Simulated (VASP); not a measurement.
# As (Cmce) in VASP: further runs

As is run at these levels: PBEsol; tasks: single point, relaxation of cell and atoms.

All numbers are computed with VASP 6.6.1; they aren't measurements. Logs are shortened: lines on timing, memory, paths and dates and some standing lists are left out, and cuts for length are marked.

### Step 1. The cell of the first run

Symmetry: Cmce, No. 64, orthorhombic system. Conventional cell: a = 3.694 Å, b = 10.228 Å, c = 3.869 Å, α = 90.00°, β = 90.00°, γ = 90.00°. As (site symmetry m) has 9 As at 2.45 to 3.31 Å within 3.4 Å.

### Step 2. Single point, PBEsol

INCAR reads:

```
  PREC = Accurate
  ENCUT = 520
  EDIFF = 1E-7
  ISMEAR = -1
  SIGMA = 0.05
  LREAL = F
  LASPH = T
  NELM = 80
  ALGO = Normal
  ISIF = 2
  LWAVE = F
  LCHARG = T
  GGA = PS
  LELF = T
  LVHAR = T
  NBANDS = 18
```

KPOINTS reads:

```
regular mesh
0
Gamma
  8 8 6
```

POSCAR reads:

```
As
1.0
    1.8468778323     -5.1141678872      0.0000000000
    1.8468778323      5.1141678872      0.0000000000
    0.0000000000      0.0000000000      3.8688054110
As
4
Direct
    0.3811640823      0.6188359177      0.5372603245
    0.8811640823      0.1188359177      0.9627396755
    0.6188359177      0.3811640823      0.4627396755
    0.1188359177      0.8811640823      0.0372603245
```

Potentials or basis: VASP PAW PBE potentials, release 64 (As).

On the command line:

```
cat potpaw_PBE.64/As/POTCAR > POTCAR
mpirun -np 1 vasp_std > vasp.out
```

OUTCAR:

```text
PREC = Accurate
   ENCUT = 520
   EDIFF = 1E-7
   ISMEAR = -1
   LREAL = F
   LASPH = T
   NELM = 80
   ISIF = 2
   GGA = PS

 ion  position               nearest neighbor table
   1  0.381  0.619  0.537-   3 2.45   2 2.47   2 2.47   2 2.89   2 2.89
   2  0.881  0.119  0.963-   4 2.45   1 2.47   1 2.47   1 2.89   1 2.89
   3  0.619  0.381  0.463-   1 2.45   4 2.47   4 2.47   4 2.89   4 2.89
   4  0.119  0.881  0.037-   2 2.45   3 2.47   3 2.47   3 2.89   3 2.89

  LATTYP: Found a base centered orthorhombic cell.
 ALAT       =     3.6937556646
 B/A-ratio  =     2.7690883489
 C/A-ratio  =     1.0473907216

  Lattice vectors:

 A1 = (   1.8468778323,  -5.1141678872,   0.0000000000)
 A2 = (   1.8468778323,   5.1141678872,   0.0000000000)
 A3 = (   0.0000000000,   0.0000000000,   3.8688054110)

Analysis of symmetry for initial positions (statically):
=====================================================================
 Subroutine PRICEL returns:
 Original cell was already a primitive cell.

 Routine SETGRP: Setting up the symmetry group for a
 base centered orthorhombic supercell.

 Subroutine GETGRP returns: Found  8 space group operations
 (whereof  4 operations were pure point group operations)
 out of a pool of  8 trial point group operations.

The static configuration has the point symmetry C_2h.
 The point group associated with its full space group is D_2h.

Analysis of symmetry for dynamics (positions and initial velocities):
=====================================================================
 Subroutine PRICEL returns:
 Original cell was already a primitive cell.

 Routine SETGRP: Setting up the symmetry group for a
 base centered orthorhombic supercell.

 Subroutine GETGRP returns: Found  8 space group operations
 (whereof  4 operations were pure point group operations)
 out of a pool of  8 trial point group operations.

The dynamic configuration has the point symmetry C_2h.
 The point group associated with its full space group is D_2h.

 Subroutine INISYM returns: Found  8 space group operations
 (whereof  4 operations are pure point group operations),
 and found     1 'primitive' translations

----------------------------------------------------------------------------------------

                                     Primitive cell

  volume of cell :      73.0836

  direct lattice vectors                    reciprocal lattice vectors
     1.846877832 -5.114167887  0.000000000     0.270727165 -0.097767616  0.000000000
     1.846877832  5.114167887  0.000000000     0.270727165  0.097767616  0.000000000
     0.000000000  0.000000000  3.868805411     0.000000000  0.000000000  0.258477720

  length of vectors
     5.437432382  5.437432382  3.868805411     0.287839720  0.287839720  0.258477720

  position of ions in fractional coordinates (direct lattice)
     0.381164082  0.618835918  0.537260324
     0.881164082  0.118835918  0.962739676
     0.618835918  0.381164082  0.462739676
     0.118835918  0.881164082  0.037260324

  ion indices of the primitive-cell ions
   primitive index   ion index
                 1           1
                 2           2
                 3           3
                 4           4

----------------------------------------------------------------------------------------

 KPOINTS: regular mesh

Automatic generation of k-mesh.
 Grid dimensions read from file:
 generate k-points for:    8    8    6

 Generating k-lattice:

  Cartesian coordinates                     Fractional coordinates (reciprocal lattice)
     0.033840896 -0.012220952  0.000000000     0.125000000 -0.000000000  0.000000000
     0.033840896  0.012220952  0.000000000    -0.000000000  0.125000000  0.000000000
     0.000000000  0.000000000  0.043079620     0.000000000  0.000000000  0.166666667

  Length of vectors
     0.035979965  0.035979965  0.043079620

  Shift w.r.t. Gamma in fractional coordinates (k-lattice)
     0.000000000  0.000000000  0.000000000

 Subroutine IBZKPT returns following result:
 ===========================================

 Found     84 irreducible k-points:

 Following reciprocal coordinates:
            Coordinates               Weight
  0.000000  0.000000  0.000000      1.000000
  0.125000 -0.000000  0.000000      4.000000
  0.250000 -0.000000  0.000000      4.000000
  0.375000 -0.000000  0.000000      4.000000
  0.500000 -0.000000  0.000000      2.000000
  0.125000  0.125000  0.000000      2.000000
[... 16 lines left out ...]
  0.125000 -0.000000  0.166667      8.000000
  0.250000 -0.000000  0.166667      8.000000
 [... further k-points ...]
   k-points           NKPTS =     84   k-points in BZ     NKDIM =     84   number of bands    NBANDS=     18
   number of dos      NEDOS =    301   number of ions     NIONS =      4
   total plane-waves  NPLWV =  48000
   dimension x,y,z NGX =    40 NGY =   40 NGZ =   30
   dimension x,y,z NGXF=    80 NGYF=   80 NGZF=   60
   ions per type =               4
   NGX,Y,Z   is equivalent  to a cutoff of  12.23, 12.23, 12.89 a.u.
   NGXF,Y,Z  is equivalent  to a cutoff of  24.46, 24.46, 25.78 a.u.
 SYSTEM =  unknown system
   PREC   = accura    normal or accurate (medium, high low for compatibility)
   ISTART =      0    job   : 0-new  1-cont  2-samecut
   ICHARG =      2    charge: 1-file 2-atom 10-const
   ISPIN  =      1    spin polarized calculation?
   LNONCOLLINEAR =      F non collinear calculations
   LSORBIT =      F    spin-orbit coupling
   LASPH  =      T    aspherical Exc in radial PAW
   ENCUT  =  520.0 eV  38.22 Ry    6.18 a.u.  10.11 10.11  7.19*2*pi/ulx,y,z
   NELM   =     80;   NELMIN=  2; NELMDL= -5     # of ELM steps
   EDIFF  = 0.1E-06   stopping-criterion for ELM
   LREAL  =      F    real-space projection
   EDIFFG = 0.1E-05   stopping-criterion for IOM
   NSW    =      0    number of steps for IOM
   IBRION =     -1    ionic relax: 0-MD 1-quasi-New 2-CG
   NFREE  =      0    steps in history (QN), initial steepest desc. (CG)
   ISIF   =      2    stress and relaxation
   ISYM   =      2    0-nonsym 1-usesym 2-fastsym
   POTIM  = 0.5000    time-step for ionic-motion
   TEBEG  =    0.0;   TEEND  =   0.0 temperature during run
   PSTRESS=    0.0 pullay stress
   NELECT =      20.0000    total number of electrons
   NUPDOWN=      -1.0000    fix difference up-down
   EMIN   =  10.00;   EMAX   =-10.00  energy-range for DOS
   EFERMI =   0.00;   METHOD = LEGACY
   ISMEAR =    -1;   SIGMA  =   0.05  broadening in eV -4-tet -1-fermi 0-gaus
   EFERMI_NEDOS =   21; number of points for ismear=-14 and -15
   IALGO  =     38    algorithm
   IMIX   =      4    mixing-type and parameters
     AMIX     =   0.40;   BMIX     =  1.00
     AMIX_MAG =   1.60;   BMIX_MAG =  1.00
  volume/ion in A,a.u.               =      18.27       123.30
  Fermi-wavevector in a.u.,A,eV,Ry     =   1.062865  2.008524 15.370260  1.129682
  Thomas-Fermi vector in A             =   2.198330
   LORBIT       =      0    0 simple, 1 ext, 2 COOP (PROOUT), +10 PAW based schemes
   GGA     = PS    functional components
   LHFCALC =     F    Hartree Fock is set to
   AEXX    =    0.0000 exact exchange contribution
   IVDW    =     0    specifies the selected vdW correction
   LEPSILON=     F    determine dielectric tensor
   LRPA    =     F    only Hartree local field effects (RPA)
 non-spin polarized calculation
  energy-cutoff  :      520.00
  volume of cell :       73.08
 maximum number of plane-waves:      1989
   NGX = 21   NGY = 21   NGZ = 15

 number of electron      20.0000001 magnetization

 Free energy of the ion-electron system (eV)
  ---------------------------------------------------
  ext. energy  EPLUGINS =         0.00000000
  ---------------------------------------------------
  free energy    TOTEN  =       -19.91298277 eV

  energy without entropy =      -19.90707286  energy(sigma->0) =      -19.91002782

 E-fermi :   6.5291     XC(G=0): -10.9014

 val. band max:        6.5194002080   @ k =  -0.3750   0.3750   0.1667
 cond. band min:       6.5521762091   @ k =   0.5000   0.5000   0.1667
 fundamental gap:      0.0327760010
 Fermi energy:         6.5291044754

 k-point     1 :       0.0000    0.0000    0.0000
  band No.  band energies     occupation
      1      -9.1245      2.00000
      2      -5.3531      2.00000
      3      -1.8430      2.00000
      4      -0.6199      2.00000
      5       1.4268      2.00000
      6       1.9157      2.00000
[... 10 lines left out ...]
     17      13.2116      0.00000
     18      13.4499      0.00000

 k-point     2 :       0.1250   -0.0000    0.0000
  band No.  band energies     occupation
      1      -8.9465      2.00000
      2      -5.2712      2.00000
      3      -2.2914      2.00000
      4      -0.3536      2.00000
      5       0.2678      2.00000
      6       2.1100      2.00000
[... 10 lines left out ...]
     17      12.0986      0.00000
     18      13.5587      0.00000

 k-point     3 :       0.2500   -0.0000    0.0000
  band No.  band energies     occupation
      1      -8.4157      2.00000
      2      -5.0051      2.00000
      3      -3.4651      2.00000
      4      -1.3551      2.00000
      5       0.4137      2.00000
      6       2.6826      2.00000
[... 10 lines left out ...]
     17      12.3715      0.00000
     18      13.6834      0.00000

 k-point     4 :       0.3750   -0.0000    0.0000
  band No.  band energies     occupation
      1      -7.5447      2.00000
      2      -4.9440      2.00000
      3      -4.5113      2.00000
      4      -2.7069      2.00000
      5       1.5978      2.00000
      6       3.5866      2.00000
[... 375 lines left out ...]
      4      -0.3813      2.00000
      5       0.5742      2.00000
      6       2.6986      2.00000
[... 10 lines left out ...]
     17      12.8013      0.00000
     18      14.2228      0.00000

 k-point    23 :       0.1250   -0.0000    0.1667
  band No.  band energies     occupation
      1      -8.6995      2.00000
      2      -5.1759      2.00000
      3      -2.9308      2.00000
      4      -0.2138      2.00000
      5       0.0537      2.00000
      6       1.6540      2.00000
[... 10 lines left out ...]
     17      13.3213      0.00000
     18      14.0019      0.00000

 k-point    24 :       0.2500   -0.0000    0.1667
  band No.  band energies     occupation
      1      -8.1752      2.00000
      2      -4.9113      2.00000
      3      -3.5784      2.00000
      4      -1.3949      2.00000
      5       0.5672      2.00000
      6       1.2025      2.00000
[... 10 lines left out ...]
     17      12.8596      0.00000
     18      14.0983      0.00000

 [... further k-points ...]
[... 5 lines left out ...]
  --------------------------------------------------------------------------------------
  -------------------------------------------------------------------------------------
  Total        4.8622462      4.8812658      4.8227556      0.0000000      0.0000000      0.0000000
  in kB      106.5927090    107.0096651    105.7269744      0.0000000      0.0000000      0.0000000
  external PRESSURE =     106.4431162 kB  Pullay stress =       0.0000000 kB

 VOLUME and BASIS-vectors are now :
 -----------------------------------------------------------------------------
  energy-cutoff  :      520.00
  volume of cell :       73.08
      direct lattice vectors                 reciprocal lattice vectors
     1.846877832 -5.114167887  0.000000000     0.270727165 -0.097767616  0.000000000
     1.846877832  5.114167887  0.000000000     0.270727165  0.097767616  0.000000000
     0.000000000  0.000000000  3.868805411     0.000000000  0.000000000  0.258477720

 POSITION                                       TOTAL-FORCE (eV/Angst)
 -----------------------------------------------------------------------------------
      1.84688      1.21549      2.07856         0.000000      0.062571     -0.051905
      1.84688     -3.89867      3.72465         0.000000      0.062571      0.051905
      1.84688     -1.21549      1.79025         0.000000     -0.062571      0.051905
      1.84688      3.89867      0.14415         0.000000     -0.062571     -0.051905
 -----------------------------------------------------------------------------------
    total drift:                                0.000000     -0.000000     -0.000000

  FREE ENERGIE OF THE ION-ELECTRON SYSTEM (eV)
  ---------------------------------------------------
  free  energy   TOTEN  =       -19.9129827730 eV

  energy  without entropy=      -19.9070728573  energy(sigma->0) =      -19.91002782
```

Run time: 68 s. Hardware: 1 thread of Intel Xeon Platinum 8488C (Sapphire Rapids), shared host; peak memory 0.25 GiB.

Results:

| Quantity | Value |
| --- | --- |
| Free energy | -19.9130 eV |
| Pressure | 10.6 GPa |
| Largest force | 0.081 eV/Å |
| Band gap on the k mesh | zero (bands 10 and 11 overlap by 1.08 eV) |

Forces in eV/Å, atoms in the order of the input:
```
As   0.000  0.063 -0.052
As   0.000  0.063  0.052
As   0.000 -0.063  0.052
As   0.000 -0.063 -0.052
```

Caveat: the cell stands under pressure; the PAW data sets were made with another functional, which shifts forces and pressure a little.

### Step 3. Single point, PBEsol

This run uses another cell than the first one, of 19.47 Å³/atom.

INCAR reads:

```
SYSTEM = As
PREC = Accurate
ENCUT = 520
EDIFF = 1E-7
ISMEAR = -1
SIGMA = 0.05
LREAL = .False.
LASPH = .True.
NELM = 80
ALGO = Normal
ISIF = 2
LWAVE = .False.
LCHARG = .False.
GGA = PS
NBANDS = 18
```

KPOINTS reads:

```
regular mesh
0
Gamma
  8 8 6
  0 0 0
```

POSCAR reads:

```
As
1.0
    1.8621878366     -5.2290645957      0.0000000000
    1.8621878366      5.2290645957      0.0000000000
    0.0000000000      0.0000000000      3.9997565944
As
4
Direct
    0.3834524772      0.6165475228      0.5436103057
    0.8834524772      0.1165475228      0.9563896943
    0.6165475228      0.3834524772      0.4563896943
    0.1165475228      0.8834524772      0.0436103057
```

Potentials or basis: VASP PAW PBE potentials, release 64 (As).

On the command line:

```
cat potpaw_PBE.64/As/POTCAR > POTCAR
mpirun -np 1 vasp_std > vasp.out
```

It took 92 s on 1 thread of Intel Xeon Platinum 8488C (Sapphire Rapids), shared host; peak memory 0.26 GiB.

The run converged. Its results:

* Free energy: -20.1401 eV
* Pressure: 5.5 GPa
* Largest force: 0.077 eV/Å
* Band gap on the k mesh: zero (bands 10 and 11 overlap by 0.70 eV)

Forces on the atoms (eV/Å):
```
As   0.000  0.059 -0.049
As   0.000  0.059  0.049
As   0.000 -0.059  0.049
As   0.000 -0.059 -0.049
```

Stress tensor (GPa, compression positive):
```
5.57 0.00 0.00
0.00 5.60 0.00
0.00 0.00 5.47
```

Levels at points of the mesh, in eV from the Fermi level:
```csv
k point,band 7,band 8,band 9,band 10,band 11,band 12,band 13,band 14
"(0.00, 0.00, 0.00)",-3.57,-2.69,-1.80,-0.59,2.29,2.89,3.27,4.42
"(0.50, 0.00, 0.00)",-2.10,-2.10,-1.63,-1.63,0.70,0.70,1.61,1.61
"(0.50, 0.50, 0.00)",-3.95,-1.89,-1.53,-0.80,-0.02,2.33,2.74,3.78
"(0.00, 0.00, 0.50)",-1.98,-1.98,-0.32,-0.32,0.79,0.79,1.10,1.10
"(0.50, 0.00, 0.50)",-5.16,-5.16,-1.83,-1.83,1.96,1.96,6.40,6.40
"(0.50, 0.50, 0.50)",-1.35,-1.35,-1.05,-1.05,1.33,1.33,2.01,2.01
```

Caveat: the cell stands under pressure; the PAW data sets were made with another functional, which shifts forces and pressure a little.

### Step 4. Single point, PBEsol

This run uses another cell than the first one, of 20.53 Å³/atom.

INCAR reads:

```
SYSTEM = As
PREC     = Accurate       ! precision mode
ENCUT    = 520            ! plane-wave cutoff, eV
EDIFF    = 1E-6           ! SCF threshold, eV
ISMEAR   = -1             ! smearing method
SIGMA    = 0.05           ! smearing width, eV
LREAL    = .FALSE.        ! projectors in reciprocal space
LASPH    = .TRUE.         ! aspherical terms in the spheres
NELM     = 80             ! most SCF steps
ALGO     = Normal         ! electronic algorithm
ISIF     = 2              ! what is computed and relaxed
LWAVE    = .FALSE.        ! write WAVECAR
LCHARG   = .FALSE.        ! write CHGCAR
GGA      = PS             ! functional
NBANDS   = 18             ! bands
```

KPOINTS reads:

```
Automatic mesh
0
G
  8 8 6
  0 0 0
```

POSCAR reads:

```
As
1.0
    1.8698365024     -5.3346648334      0.0000000000
    1.8698365024      5.3346648334      0.0000000000
    0.0000000000      0.0000000000      4.1165961725
As
4
Direct
    0.3855922087      0.6144077913      0.5488343186
    0.8855922087      0.1144077913      0.9511656814
    0.6144077913      0.3855922087      0.4511656814
    0.1144077913      0.8855922087      0.0488343186
```

On the command line:

```
cat potpaw_PBE.64/As/POTCAR > POTCAR
mpirun -np 1 vasp_std > vasp.out
```

Run time: 88 s. Hardware: 1 thread of Intel Xeon Platinum 8488C (Sapphire Rapids), shared host; peak memory 0.27 GiB.

The run converged. Its results:

```yaml
Free_energy: -20.2336 eV
Pressure: 2.5 GPa
Largest_force: 0.074 eV/Å
Band_gap_on_the_k_mesh: zero (bands 10 and 11 overlap by 0.52 eV)
```

Forces on the atoms (eV/Å):
```
As   0.000  0.054 -0.050
As   0.000  0.054  0.050
As   0.000 -0.054  0.050
As   0.000 -0.054 -0.050
```

Stress tensor (GPa, compression positive):
```
2.50 0.00 0.00
0.00 2.52 0.00
0.00 0.00 2.42
```

Levels at points of the mesh, in eV from the Fermi level:
| k point | band 7 | band 8 | band 9 | band 10 | band 11 | band 12 | band 13 | band 14 |
| --- | --- | --- | --- | --- | --- | --- | --- | --- |
| (0.00, 0.00, 0.00) | -3.50 | -2.51 | -1.92 | -0.70 | 2.07 | 2.67 | 2.83 | 4.02 |
| (0.50, 0.00, 0.00) | -2.23 | -2.23 | -1.88 | -1.88 | 0.74 | 0.74 | 1.42 | 1.42 |
| (0.50, 0.50, 0.00) | -4.05 | -1.83 | -1.56 | -0.69 | -0.01 | 2.11 | 2.50 | 3.49 |
| (0.00, 0.00, 0.50) | -2.09 | -2.09 | -0.47 | -0.47 | 0.80 | 0.80 | 1.33 | 1.33 |
| (0.50, 0.00, 0.50) | -4.96 | -4.96 | -1.87 | -1.87 | 1.93 | 1.93 | 5.87 | 5.87 |
| (0.50, 0.50, 0.50) | -1.56 | -1.56 | -1.11 | -1.11 | 1.34 | 1.34 | 1.99 | 1.99 |

Caveat: the PAW data sets were made with another functional, which shifts forces and pressure a little.

### Step 5. Single point, PBEsol

This run uses another cell than the first one, of 21.63 Å³/atom.

INCAR reads:

```
ALGO     = Normal         # electronic algorithm
EDIFF    = 1E-6           # SCF threshold, eV
ENCUT    = 520            # plane-wave cutoff, eV
GGA      = PS             # functional
ISIF     = 2              # what is computed and relaxed
ISMEAR   = -1             # smearing method
LASPH    = T              # aspherical terms in the spheres
LCHARG   = F              # write CHGCAR
LREAL    = F              # projectors in reciprocal space
LWAVE    = F              # write WAVECAR
NBANDS   = 18             # bands
NELM     = 80             # most SCF steps
PREC     = Accurate       # precision mode
SIGMA    = 0.05           # smearing width, eV
```

KPOINTS reads:

```
k-points
0
Gamma
  8 8 6
```

POSCAR reads:

```
As
1.0
    1.8704195384     -5.4447957800      0.0000000000
    1.8704195384      5.4447957800      0.0000000000
    0.0000000000      0.0000000000      4.2483034510
As
4
Direct
    0.3880034975      0.6119965025      0.5542109927
    0.8880034975      0.1119965025      0.9457890073
    0.6119965025      0.3880034975      0.4457890073
    0.1119965025      0.8880034975      0.0542109927
```

On the command line:

```
cat potpaw_PBE.64/As/POTCAR > POTCAR
mpirun -np 1 vasp_std > vasp.out
```

It took 92 s on 1 thread of Intel Xeon Platinum 8488C (Sapphire Rapids), shared host; peak memory 0.31 GiB.

It converged, with:

- Free energy: -20.2605 eV
- Pressure: 0.4 GPa
- Largest force: 0.072 eV/Å
- Band gap on the k mesh: zero (bands 10 and 11 overlap by 0.38 eV)

Forces in eV/Å, atoms in the order of the input:
```
As   0.000  0.056 -0.046
As   0.000  0.056  0.046
As   0.000 -0.056  0.046
As   0.000 -0.056 -0.046
```

Stress tensor (GPa, compression positive):
```
0.41 0.00 0.00
0.00 0.50 0.00
0.00 0.00 0.34
```

Levels at points of the mesh, in eV from the Fermi level:
```csv
k point,band 8,band 9,band 10,band 11,band 12,band 13
"(0.00, 0.00, 0.00)",-2.30,-2.02,-0.79,1.90,2.42,2.48
"(0.50, 0.00, 0.00)",-2.32,-2.11,-2.11,0.81,0.81,1.24
"(0.50, 0.50, 0.00)",-1.76,-1.55,-0.56,0.01,1.92,2.31
"(0.00, 0.00, 0.50)",-2.15,-0.58,-0.58,0.82,0.82,1.59
"(0.50, 0.00, 0.50)",-4.77,-1.88,-1.88,1.92,1.92,5.35
"(0.50, 0.50, 0.50)",-1.75,-1.14,-1.14,1.38,1.38,1.78
```

Caveat: the PAW data sets were made with another functional, which shifts forces and pressure a little.

(Continued in part 2 of 2.)

The gap in the log of VASP goes by the Fermi energy; the results here count the filled bands.